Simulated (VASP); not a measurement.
The system is SnTe.

```
Sn Te
1.0
     0.00000    3.15085    3.15085
     3.15085    0.00000    3.15085
     3.15085    3.15085    0.00000
Sn Te
1 1
Cartesian
  0.0000 0.0000 0.0000
  3.1509 3.1509 3.1509
```

| Quantity | Value |
| --- | --- |
| Program | VASP 6.6.1 |
| Task | relaxation of cell and atoms |
| Functional | r2SCAN |
| Potentials or basis | VASP PAW PBE potentials, release 64 (Sn_d, Te) |
| Cutoff | 600 eV |
| k mesh | 14 × 14 × 14 |
| Occupations | fermi-dirac, width 0.08 eV |
| Spin | no spin polarisation |

At the start: pressure 1.5 GPa; volume 31.28 Å³/atom.

Problem. How do energy, volume and symmetry change on relaxing?

Solution. Over 3 steps the energy falls by 4.7 meV/atom and the volume is 32.30 Å³/atom (+3.2 %); space group Fm-3m (No. 225, to 0.1 Å) before and after.

Step by step:
| step | energy change (eV) | largest force (eV/Å) | pressure (GPa) | volume (Å³) |
| --- | --- | --- | --- | --- |
| 1 | 0.0000 | 0.0000 | 1.54 | 62.56 |
| 2 | -0.0083 | 0.0000 | -0.48 | 65.32 |
| 3 | -0.0094 | 0.0000 | 0.01 | 64.59 |

Final structure:
```
Sn Te
1.0
     0.00000    3.18459    3.18459
     3.18459    0.00000    3.18459
     3.18459    3.18459    0.00000
Sn Te
1 1
Direct
  0.00000 0.00000 0.00000
  0.50000 0.50000 0.50000
```

Caveat: the PAW data sets were made with another functional, which shifts forces and pressure a little.
